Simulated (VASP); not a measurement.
# CsH5 (P6/mmm) in VASP: relaxation of cell and atoms with PBE

Aim: the relaxation of cell and atoms of CsH5 with PBE.

All numbers are computed with VASP 6.6.1; they aren't measurements. Logs are shortened: lines on timing, memory, paths and dates and some standing lists are left out, and cuts for length are marked.

## Step 1: The cell of the first run

The structure is hexagonal, space group P6/mmm (No. 191). The conventional cell has a = 5.458 Å, b = 5.458 Å, c = 7.787 Å, α = 90.00°, β = 90.00°, γ = 120.00°. Cs (site symmetry 6/mmm) has 8 H at 2.73 to 3.52 Å within 3.6 Å. Within 3.6 Å of H (site symmetry mmm) lie 4 H at 2.73 Å and 2 Cs at 2.73 Å. H (site symmetry 6mm) has 1 H at 0.75 Å within 1.0 Å.

The cell was generated, and may not be a known phase.

## Step 2: Relaxation of cell and atoms, PBE

Input file INCAR:

```
SYSTEM = CsH5
ALGO = Normal ; EDIFF = 1E-7
EDIFFG = -0.01 ; ENCUT = 910
GGA = PE ; GGA_COMPAT = .FALSE.
IBRION = 2 ; ISIF = 3
ISMEAR = 0 ; LASPH = .TRUE.
LCHARG = .FALSE. ; LREAL = .FALSE.
LWAVE = .FALSE. ; NELM = 120
NELMIN = 4 ; NSW = 100
PREC = Accurate ; SIGMA = 0.1
```

Input file KPOINTS:

```
k-points
0
G
  9 9 6
  0 0 0
```

Input file POSCAR:

```
CsH5
1.0
    5.4581141738      0.0000000000      0.0000000000
   -2.7290570869      4.7268655312      0.0000000000
    0.0000000000      0.0000000000      7.7870766425
Cs H
1 5
Direct
    0.0000000000      0.0000000000      0.0000000000
    0.5000000000      0.0000000000      0.0000000000
    0.0000000000      0.5000000000      0.0000000000
    0.5000000000      0.5000000000      0.0000000000
    0.0000000000      0.0000000000      0.4519538482
    0.0000000000      0.0000000000      0.5480461518
```

Potentials or basis: VASP PAW PBE potentials, release 64 (Cs_sv, H_h).

Command:

```sh
$ cat potpaw_PBE.64/Cs_sv/POTCAR potpaw_PBE.64/H_h/POTCAR > POTCAR
$ mpirun -np 1 vasp_std > vasp.out
```

OUTCAR:

```text
SYSTEM = CsH5
   EDIFF = 1E-7
   EDIFFG = -0.01
   ENCUT = 910
   GGA = PE
   IBRION = 2
   ISIF = 3
   ISMEAR = 0
   LASPH = .TRUE.
   LREAL = .FALSE.
   NELM = 120
   NELMIN = 4
   NSW = 100
   PREC = Accurate

 ion  position               nearest neighbor table
   1  0.000  0.000  0.000-
   2  0.500  0.000  0.000-
   3  0.000  0.500  0.000-
   4  0.500  0.500  0.000-
   5  0.000  0.000  0.452-   6 0.75
   6  0.000  0.000  0.548-   5 0.75

  LATTYP: Found a hexagonal cell.
 ALAT       =     5.4581141738
 C/A-ratio  =     1.4266972794

  Lattice vectors:

 A1 = (   5.4581141738,   0.0000000000,   0.0000000000)
 A2 = (  -2.7290570869,   4.7268655312,   0.0000000000)
 A3 = (   0.0000000000,   0.0000000000,   7.7870766425)

Analysis of symmetry for initial positions (statically):
=====================================================================
 Subroutine PRICEL returns:
 Original cell was already a primitive cell.

 Routine SETGRP: Setting up the symmetry group for a
 hexagonal supercell.

 Subroutine GETGRP returns: Found 24 space group operations
 (whereof 24 operations were pure point group operations)
 out of a pool of 24 trial point group operations.

The static configuration has the point symmetry D_6h.

Analysis of symmetry for dynamics (positions and initial velocities):
=====================================================================
 Subroutine PRICEL returns:
 Original cell was already a primitive cell.

 Routine SETGRP: Setting up the symmetry group for a
 hexagonal supercell.

 Subroutine GETGRP returns: Found 24 space group operations
 (whereof 24 operations were pure point group operations)
 out of a pool of 24 trial point group operations.

The dynamic configuration has the point symmetry D_6h.

 Subroutine INISYM returns: Found 24 space group operations
 (whereof 24 operations are pure point group operations),
 and found     1 'primitive' translations

----------------------------------------------------------------------------------------

                                     Primitive cell

  volume of cell :     200.9048

  direct lattice vectors                    reciprocal lattice vectors
     5.458114174  0.000000000  0.000000000     0.183213463  0.105778342  0.000000000
    -2.729057087  4.726865531  0.000000000     0.000000000  0.211556685  0.000000000
     0.000000000  0.000000000  7.787076642     0.000000000  0.000000000  0.128417896
[... 119 lines left out ...]
   AEXX    =    0.0000 exact exchange contribution
   IVDW    =     0    specifies the selected vdW correction
   LEPSILON=     F    determine dielectric tensor
   LRPA    =     F    only Hartree local field effects (RPA)
 conjugate gradient relaxation of ions
 non-spin polarized calculation
 Gauss-broadening in eV      SIGMA  =   0.10
  energy-cutoff  :      910.00
  volume of cell :      200.90
 maximum number of plane-waves:     12576
 NGX is ok and might be reduce to    54
   NGX = 27   NGY = 27   NGZ = 39

--------------------------------------- Ionic step        1  -------------------------------------------

 number of electron      14.0000000 magnetization

 Free energy of the ion-electron system (eV)
  ---------------------------------------------------
  ext. energy  EPLUGINS =         0.00000000
  ---------------------------------------------------
  free energy    TOTEN  =       -13.03503175 eV

  energy without entropy =      -13.02746174  energy(sigma->0) =      -13.03124675

------------------------ aborting loop because EDIFF is reached ----------------------------------------

  FORCE on cell =-STRESS in cart. coord.  units (eV):
  Direction    XX          YY          ZZ          XY          YZ          ZX
  --------------------------------------------------------------------------------------
  -------------------------------------------------------------------------------------
  Total       -0.0594980     -0.0594980      0.1147446      0.0000000      0.0000000      0.0000000
  in kB       -0.4744850     -0.4744850      0.9150658      0.0000000      0.0000000      0.0000000
  external PRESSURE =      -0.0113014 kB  Pullay stress =       0.0000000 kB
[... 101 lines left out ...]
  FREE ENERGIE OF THE ION-ELECTRON SYSTEM (eV)
  ---------------------------------------------------
  free  energy   TOTEN  =       -13.0351167165 eV

  energy  without entropy=      -13.0275568247  energy(sigma->0) =      -13.03133677

[... ionic steps 4 to 22 ...]

--------------------------------------- Ionic step       23  -------------------------------------------

 number of electron      14.0000000 magnetization

------------------------ aborting loop because EDIFF is reached ----------------------------------------
[... 75 lines left out ...]
--------------------------------------- Ionic step       25  -------------------------------------------

 number of electron      14.0000001 magnetization

 Free energy of the ion-electron system (eV)
  ---------------------------------------------------
  ext. energy  EPLUGINS =         0.00000000
  ---------------------------------------------------
  free energy    TOTEN  =       -13.03792346 eV

  energy without entropy =      -13.03045375  energy(sigma->0) =      -13.03418860

 E-fermi :  -3.2867     XC(G=0):  -4.3800

 val. band max:       -3.3057895509   @ k =   0.0000   0.0000   0.5000
 cond. band min:      -3.2190595155   @ k =   0.1111   0.0000   0.0000
 fundamental gap:      0.0867300354
 Fermi energy:        -3.2867084910

 k-point     1 :       0.0000    0.0000    0.0000
  band No.  band energies     occupation
      1     -23.5715      2.00000
      2     -10.5837      2.00000
      3     -10.3607      2.00000
      4     -10.3607      2.00000
      5      -9.2440      2.00000
      6      -5.6285      2.00000
      7      -3.3061      1.21561
      8      -3.3061      1.21561
      9       0.7474      0.00000
     10       0.8389      0.00000
     11       3.6268      0.00000
[... 309 lines left out ...]
 k-point    24 :       0.3333    0.3333    0.1667
  band No.  band energies     occupation
      1     -23.5604      2.00000
      2     -10.6456      2.00000
      3     -10.6456      2.00000
      4     -10.5669      2.00000
      5      -9.2149      2.00000
      6      -3.7068      2.00000
      7      -3.7068      2.00000
      8      -3.0409      0.00051
      9       1.5017      0.00000
     10       1.5017      0.00000
     11       1.5432      0.00000

 [... further k-points ...]
[... 5 lines left out ...]
  --------------------------------------------------------------------------------------
  -------------------------------------------------------------------------------------
  Total        0.0311235      0.0311235     -0.0100731      0.0000000      0.0000000      0.0000000
  in kB        0.2331482      0.2331482     -0.0754585      0.0000000      0.0000000      0.0000000
  external PRESSURE =       0.1302793 kB  Pullay stress =       0.0000000 kB
[... 21 lines left out ...]
  FREE ENERGIE OF THE ION-ELECTRON SYSTEM (eV)
  ---------------------------------------------------
  free  energy   TOTEN  =       -13.0379234615 eV

  energy  without entropy=      -13.0304537466  energy(sigma->0) =      -13.03418860

 reached required accuracy - stopping structural energy minimisation
```

It took 47 min on 1 thread of Intel Xeon 6975P-C (Granite Rapids), shared host; peak memory 0.74 GiB.

Results:

```yaml
Free_energy: -13.0379 eV
Relaxed_volume: 35.65 Å³/atom
Relaxed_cell: a = 5.435 Å, b = 5.435 Å, c = 8.359 Å, α = 90.00°, β = 90.00°, γ = 120.00°
Space_group_after_relaxing_to_0.1_Å: P6/mmm (No. 191)
Energy_gained_by_relaxing: 0.5 meV/atom
Ionic_steps: 25
Pressure_after_relaxing: 0.0 GPa
Largest_force_after_relaxing: 0.008 eV/Å
Band_gap_on_the_k_mesh: zero (filled and empty bands touch)
```

Forces on the atoms (eV/Å):
```
Cs   0.000  0.000  0.000
H    0.000  0.000  0.000
H    0.000  0.000  0.000
H    0.000  0.000  0.000
H    0.000  0.000 -0.008
H    0.000  0.000  0.008
```

Step by step:
| step | energy change (eV) | largest force (eV/Å) | pressure (GPa) | volume (Å³) |
| --- | --- | --- | --- | --- |
| 1 | 0.0000 | 0.0185 | 0.00 | 200.90 |
| 2 | -0.0001 | 0.0672 | -0.01 | 200.90 |
| 3 | -0.0001 | 0.0561 | -0.01 | 200.90 |
| 4 | -0.0002 | 0.0534 | -0.01 | 200.89 |
| 5 | -0.0003 | 0.0455 | 0.00 | 200.84 |
| 6 | -0.0006 | 0.0293 | 0.02 | 200.76 |
| 7 | -0.0008 | 0.0040 | 0.06 | 200.59 |
| 8 | -0.0010 | 0.0180 | 0.05 | 200.89 |
| 9 | -0.0012 | 0.0835 | 0.04 | 201.80 |
| 10 | -0.0012 | 0.2111 | 0.01 | 203.61 |
| 11 | -0.0013 | 0.1425 | 0.03 | 202.64 |
| 12 | -0.0013 | 0.1416 | 0.03 | 202.68 |
| 13 | -0.0013 | 0.1387 | 0.03 | 202.81 |
| 14 | -0.0014 | 0.1329 | 0.03 | 203.06 |
| 15 | -0.0016 | 0.1211 | 0.03 | 203.57 |
| 16 | -0.0020 | 0.0972 | 0.03 | 204.59 |
| 17 | -0.0024 | 0.0458 | 0.03 | 206.64 |
| 18 | -0.0027 | 0.0703 | 0.05 | 210.72 |
| 19 | -0.0027 | 0.0460 | 0.05 | 209.85 |
| 20 | -0.0028 | 0.0141 | 0.04 | 210.58 |
| 21 | -0.0028 | 0.0048 | 0.03 | 211.02 |
| 22 | -0.0028 | 0.0428 | 0.02 | 211.91 |
| 23 | -0.0028 | 0.0247 | 0.03 | 211.49 |
| 24 | -0.0029 | 0.0167 | 0.03 | 212.08 |
| 25 | -0.0029 | 0.0076 | 0.01 | 213.88 |

Final structure:
```xyz
6
Lattice="5.4354 0.0000 0.0000 -2.7177 4.7072 0.0000 0.0000 0.0000 8.3594" Properties=species:S:1:pos:R:3 pbc="T T T"
Cs    0.0000    0.0000    0.0000
H     2.7177    0.0000    0.0000
H    -1.3588    2.3536    0.0000
H     1.3588    2.3536    0.0000
H     0.0000    0.0000    3.8051
H     0.0000    0.0000    4.5543
```

Caveat: spin-orbit coupling is left out, which moves the levels of the heavy elements.

The gap in the log of VASP goes by the Fermi energy; the results here count the filled bands.